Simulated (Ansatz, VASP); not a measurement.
## One calculation of Pt, two programs

File INCAR:

```
ALGO     = Fast           # electronic algorithm
EDIFF    = 1E-6           # SCF threshold, eV
ENCUT    = 520            # plane-wave cutoff, eV
GGA      = PS             # functional
ISIF     = 2              # what is computed and relaxed
ISMEAR   = 0              # smearing method
LASPH    = True           # aspherical terms in the spheres
LCHARG   = True           # write CHGCAR
LELF     = True           # ELF
LREAL    = False          # projectors in reciprocal space
LVHAR    = True         
LWAVE    = False          # write WAVECAR
NBANDS   = 11             # bands
NELM     = 60             # most SCF steps
PREC     = Accurate       # precision mode
SIGMA    = 0.1            # smearing width, eV
```

The input KPOINTS:

```
k-points
0
Gamma
  18 18 18
```

The input POSCAR:

```
Pt
1.0
    0.0000000000      2.0441794230      2.0441794230
    2.0441794230      0.0000000000      2.0441794230
    2.0441794230      2.0441794230      0.0000000000
Pt
1
Direct
    0.0000000000      0.0000000000      0.0000000000
```

Input for Ansatz:

```yaml
crystal:
  lattice:
    - [0.0, 2.044179423, 2.044179423]
    - [2.044179423, 0.0, 2.044179423]
    - [2.044179423, 2.044179423, 0.0]
  atoms:
    - { symbol: Pt, position: [0.0, 0.0, 0.0] }
basis:
  ecutwfc: 420
kpoints:
  mp_grid: { grid: [18, 18, 18] }
hamiltonian:
  xc: pbesol
scf:
  occupations: { method: gaussian, width: 0.1 }
output:
  forces: true
  stress: true
  eigenvalues: true
```

Alike in both runs: task single point; functional PBEsol; k mesh 18 × 18 × 18; occupations gaussian, width 0.1 eV; no spin polarisation.

```csv
,VASP,Ansatz
version,VASP 6.6.1,Ansatz 0.2.0
potentials or method,"VASP PAW PBE potentials, release 64 (Pt), cutoff 520 eV","scalar-relativistic, plane waves, PAW"
valence electrons in the cell,10,18
```

VASP gave:

| Item | Value |
| --- | --- |
| gap on the k mesh at the Fermi level (eV) | none |
| pressure (GPa) | -26.2 |

Q: Which values does Ansatz return?

A: gap on the k mesh at the Fermi level (eV): none; pressure (GPa): -25.9.

VASP's potentials were made for PBE, not for PBEsol. A gap of «none» marks a metal or a gap that the smearing closes. VASP's potentials hold 10 valence electrons a cell and Ansatz's 18, so a difference there can come from the potentials and not from the codes.

Spin-orbit coupling is off throughout.
